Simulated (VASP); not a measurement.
Write the native input for VASP 6.6.1 that does the following.

* Task: electric field gradients
* Functional: PBE
* Potentials or basis: VASP PAW PBE potentials, release 64 (Ta_sv_GW, N)
* Cutoff: 520 eV
* k mesh: 12 × 12 × 10
* Occupations: fermi-dirac, width 0.02 eV
* Spin: no spin polarisation
* Dipole correction: no
* Second run: valence_matched
* Further INCAR settings: ALGO = Normal; EDIFF = 1e-08; NBANDS = 16

The structure of TaN lies in POSCAR:

```
TaN
1.0
    2.9830858739      0.0000000000      0.0000000000
   -1.4915429370      2.5834281485      0.0000000000
    0.0000000000      0.0000000000      2.7965100000
Ta N
1 1
Direct
    0.3333333333      0.6666666667      0.5000000000
    0.0000000000      0.0000000000      0.0000000000
```

This cell differs from its parent crystal: z stretched by -3 % at fixed volume.

One way to write it, as run:

INCAR

```
PREC = Accurate ; ENCUT = 520
EDIFF = 1E-8 ; ISMEAR = -1
SIGMA = 0.02 ; LREAL = False
LASPH = True ; NELM = 120
ALGO = Normal ; ISIF = 2
LWAVE = False ; LCHARG = False
GGA = PE ; LEFG = True
NBANDS = 16 ; GGA_COMPAT = False
```

KPOINTS

```
regular mesh
0
Gamma
  12 12 10
```

Potentials or basis: VASP PAW PBE potentials, release 64 (Ta_sv_GW, N).

Run with:

```console
$ cat potpaw_PBE.64/Ta_sv_GW/POTCAR potpaw_PBE.64/N/POTCAR > POTCAR
$ mpirun -np 1 vasp_std > vasp.out
```

It gave:

The pressure is 6.1 GPa. The band gap on the k mesh is zero (band 9 reaches 12.82 eV, above the bottom of band 10 at 12.44 eV).

Caveat: without QUAD_EFG the Cq values of the log hold for a quadrupole moment of 1 mb, not for the nuclei; spin-orbit coupling is left out, which moves the levels of the heavy elements.

Run time: 50 s on 1 thread of AMD EPYC 7R13 Processor (Zen 3), with other jobs on the host, peak memory 0.14 GiB.
